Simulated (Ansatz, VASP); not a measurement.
**LiH4IO2: VASP beside Ansatz**

File INCAR:

```
SYSTEM = LiH4IO2
ALGO = Normal ; EDIFF = 1E-7
ENCUT = 520 ; GGA = PE
ISIF = 2 ; ISMEAR = -1
LASPH = .True. ; LCHARG = .False.
LREAL = Auto ; LWAVE = .False.
NBANDS = 40 ; NELM = 60
PREC = Accurate ; SIGMA = 0.1
```

KPOINTS

```
k-points
0
Gamma
  4 3 3
  0 0 0
```

Contents of POSCAR:

```
LiH4IO2
1.0
    5.4952130000      0.0000000000      0.0000000000
    2.6913650000      6.3466280000      0.0000000000
    1.1324730000      3.1126440000      6.1924820000
I Li O H
2 2 4 8
Direct
    0.2530900000      0.1325200000      0.2233800000
    0.7469100000      0.8674800000      0.7766200000
    0.2970000000      0.4060000000      0.4800000000
    0.7030000000      0.5940000000      0.5200000000
    0.9850000000      0.7067000000      0.3080000000
    0.0150000000      0.2933000000      0.6920000000
    0.6060000000      0.4825000000      0.3072000000
    0.3940000000      0.5175000000      0.6928000000
    0.9791610000      0.7105540000      0.1678610000
    0.0208390000      0.2894460000      0.8321390000
    0.0718010000      0.8146800000      0.2871680000
    0.9281990000      0.1853200000      0.7128320000
    0.5646610000      0.6289100000      0.1726180000
    0.4353390000      0.3710900000      0.8273820000
    0.7270900000      0.3631560000      0.2638870000
    0.2729100000      0.6368440000      0.7361130000
```

Input for Ansatz:

```yaml
crystal:
  lattice:
    - [5.495213, 0.0, 0.0]
    - [2.691365, 6.346628, 0.0]
    - [1.132473, 3.112644, 6.192482]
  atoms:
    - { symbol: I, position: [0.25309, 0.13252, 0.22338] }
    - { symbol: I, position: [0.74691, 0.86748, 0.77662] }
    - { symbol: Li, position: [0.297, 0.406, 0.48] }
    - { symbol: Li, position: [0.703, 0.594, 0.52] }
    - { symbol: O, position: [0.985, 0.7067, 0.308] }
    - { symbol: O, position: [0.015, 0.2933, 0.692] }
    - { symbol: O, position: [0.606, 0.4825, 0.3072] }
    - { symbol: O, position: [0.394, 0.5175, 0.6928] }
    - { symbol: H, position: [0.979161, 0.710554, 0.167861] }
    - { symbol: H, position: [0.020839, 0.289446, 0.832139] }
    - { symbol: H, position: [0.071801, 0.81468, 0.287168] }
    - { symbol: H, position: [0.928199, 0.18532, 0.712832] }
    - { symbol: H, position: [0.564661, 0.62891, 0.172618] }
    - { symbol: H, position: [0.435339, 0.37109, 0.827382] }
    - { symbol: H, position: [0.72709, 0.363156, 0.263887] }
    - { symbol: H, position: [0.27291, 0.636844, 0.736113] }
kpoints:
  mp_grid: { grid: [4, 3, 3], shift: [0.0, 0.0, 0.0] }
magnetization:
  spin_polarized: false
scf:
  occupations: { method: fermi_dirac }
  lower_state_search: "off"
  max_iter: 200
hamiltonian:
  pseudopotentials: { kind: paw }
  xc: pbe
basis:
  ecutwfc: 420
  fft_grid_basis: typed
output:
  forces: true
  stress: true
  eigenvalues: true
  populations: true
  elf: true
  write_potential: true
  volumetric_format: npy
  dos:
    e_range: [-12, 8]
    de: 0.05
    projected: { site_lists: { H: [H], I: [I], Li: [Li], O: [O] } }
checkpoint:
  read: saved_state
```

Alike in both runs: task single point; functional PBE; k mesh 4 × 3 × 3; no spin polarisation.

|  | VASP | Ansatz |
| --- | --- | --- |
| version | VASP 6.6.1 | Ansatz 0.2.0 |
| potentials or method | VASP PAW PBE potentials, release 64 (I, Li_sv, O, H), cutoff 520 eV | PAW plane waves |
| occupations | fermi-dirac, width 0.1 eV | fermi-dirac |
| valence electrons in the cell | 52 | 72 |

```csv
,VASP,Ansatz,Ansatz less VASP
rms of the force components (eV/Å),0.305,0.274,-0.0313
```

Atom by atom the forces differ by 0.046 eV/Å (rms over components). VASP's potentials hold 52 valence electrons a cell and Ansatz's 72, so a difference there can come from the potentials and not from the codes.

Spin-orbit coupling is off throughout. Noted on VASP's run: the cutoff is under 1.25 times that of the potentials, so the pressure is a little rough.
